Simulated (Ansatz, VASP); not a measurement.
**NiO in VASP and in Ansatz**

Contents of INCAR:

```
ALGO = Normal
EDIFF = 1E-6
ENCUT = 520
GGA = PE
ISIF = 2
ISMEAR = -1
ISPIN = 2
LASPH = T
LCHARG = F
LMAXMIX = 4
LORBIT = 11
LREAL = F
LWAVE = F
MAGMOM = 1 0
NBANDS = 19
NELM = 150
PREC = Accurate
SIGMA = 0.05
```

Contents of KPOINTS:

```
k-points
0
Gamma
  11 11 11
```

POSCAR

```
NiO
1.0
    2.5046153800      0.0000000000      0.0000000000
    0.0000000000      2.5046153800      0.0000000000
    0.0000000000      0.0000000000      2.5046153800
Ni O
1 1
Direct
    0.0131410000      0.0027990000     -0.0037370000
    0.4834500000      0.5023120000      0.5003710000
```

Contents of input.yaml:

```yaml
crystal:
  lattice:
    - [2.50461538, 0.0, 0.0]
    - [0.0, 2.50461538, 0.0]
    - [0.0, 0.0, 2.50461538]
  atoms:
    - { symbol: Ni, position: [0.013141, 0.002799, -0.003737], spin: 1.0 }
    - { symbol: O, position: [0.48345, 0.502312, 0.500371] }
hamiltonian:
  xc: pbe
  pseudopotentials: { kind: paw }
magnetization:
  spin_polarized: true
kpoints:
  mp_grid: { grid: [11, 11, 11] }
scf:
  occupations: { method: fermi_dirac, width: 0.05 }
output:
  forces: true
  stress: true
  eigenvalues: true
```

Change from the starting cell: atoms moved at random, drawn with an rms of 0.05 Å.

Alike in both runs: task single point; functional PBE; k mesh 11 × 11 × 11; occupations fermi-dirac, width 0.05 eV; collinear spin.

|  | VASP | Ansatz |
| --- | --- | --- |
| version | VASP 6.6.1 | Ansatz 0.2.0 |
| potentials or method | VASP PAW PBE potentials, release 64 (Ni, O) | Ansatz PAW |
| plane-wave cutoff (eV) | 520 | 420 |
| valence electrons in the cell | 16 | 24 |

```csv
,VASP,Ansatz,Ansatz less VASP
gap on the k mesh at the Fermi level (eV),none,none,-
pressure (GPa),25.5,24.4,-1.07
"traceless stress, the component that is largest in VASP (GPa)",-0.20,-0.08,+0.122
rms of the force components (eV/Å),0.058,0.049,-0.0094
net moment per atom (μB),0.35,0.00,-0.351
size of the moment on the site where the two differ most (μB),0.54,0.00,-0.540
```

The net moments are unlike, so the other rows may belong to different states. Site moments also hang on the region over which each program counts them. Atom by atom the forces differ by 0.009 eV/Å (rms over components). A gap of «none» marks a metal or a gap that the smearing closes. VASP's potentials hold 16 valence electrons a cell and Ansatz's 24, so a difference there can come from the potentials and not from the codes.
